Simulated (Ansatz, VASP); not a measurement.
# One calculation of Se, two programs

Contents of INCAR:

```
ALGO = Normal
EDIFF = 1E-8
ENCUT = 520
GGA = PE
ISIF = 2
ISMEAR = -1
LASPH = True
LCHARG = False
LEFG = True
LREAL = False
LWAVE = False
NBANDS = 16
NELM = 80
PREC = Accurate
SIGMA = 0.03
```

Contents of KPOINTS:

```
k-points
0
Gamma
  8 8 6
```

Contents of POSCAR:

```
Se
1.0
    4.2662637173      0.0000000000      0.0000000000
   -2.1331318586      3.6946927584      0.0000000000
    0.0000000000      0.0000000000      4.8484124658
Se
3
Direct
    0.2170000000      0.0000000000      0.1666666667
    0.0000000000      0.2170000000      0.8333333333
    0.7830000000      0.7830000000      0.5000000000
```

Input for Ansatz:

```yaml
crystal:
  lattice:
    - [4.2662637173, 0.0, 0.0]
    - [-2.1331318586, 3.6946927584, 0.0]
    - [0.0, 0.0, 4.8484124658]
  atoms:
    - { symbol: Se, position: [0.217, 0.0, 0.1666666667] }
    - { symbol: Se, position: [0.0, 0.217, 0.8333333333] }
    - { symbol: Se, position: [0.783, 0.783, 0.5] }
kpoints:
  mp_grid: { grid: [8, 8, 6] }
scf:
  occupations: { method: fermi_dirac, width: 0.03 }
hamiltonian:
  xc: pbe
  pseudopotentials: { kind: all_electron, datasets: crystal }
output:
  forces: true
  stress: true
  eigenvalues: true
  efg: { contact_densities: true }
```

Change from the starting cell: volume scaled by 0.94, crystal datasets.

Alike in both runs: task electric field gradients; functional PBE; k mesh 8 × 8 × 6; occupations fermi-dirac, width 0.03 eV; no spin polarisation.

|  | VASP | Ansatz |
| --- | --- | --- |
| version | VASP 6.6.1 | Ansatz 0.2.0 |
| potentials or method | VASP PAW PBE potentials, release 64 (Se), cutoff 520 eV | all-electron PAW with datasets made for the crystal, scalar-relativistic |

Ansatz gave:

| Item | Value |
| --- | --- |
| gap on the k mesh at the Fermi level (eV) | 1.19 |
| pressure (GPa) | 10.4 |
| traceless stress, the component that is largest in VASP (GPa) | 3.86 |
| rms of the force components (eV/Å) | 1.132 |
| size of Vzz on the site where it differs most (V/Å²) | 497.8 |

Estimate VASP's values.

gap on the k mesh at the Fermi level (eV): 1.16; pressure (GPa): 10.7; traceless stress, the component that is largest in VASP (GPa): 3.98; rms of the force components (eV/Å): 1.171; size of Vzz on the site where it differs most (V/Å²): 475.0.

Atom by atom the forces differ by 0.039 eV/Å (rms over components). Ansatz ran all-electron here, and VASP with PAW potentials.
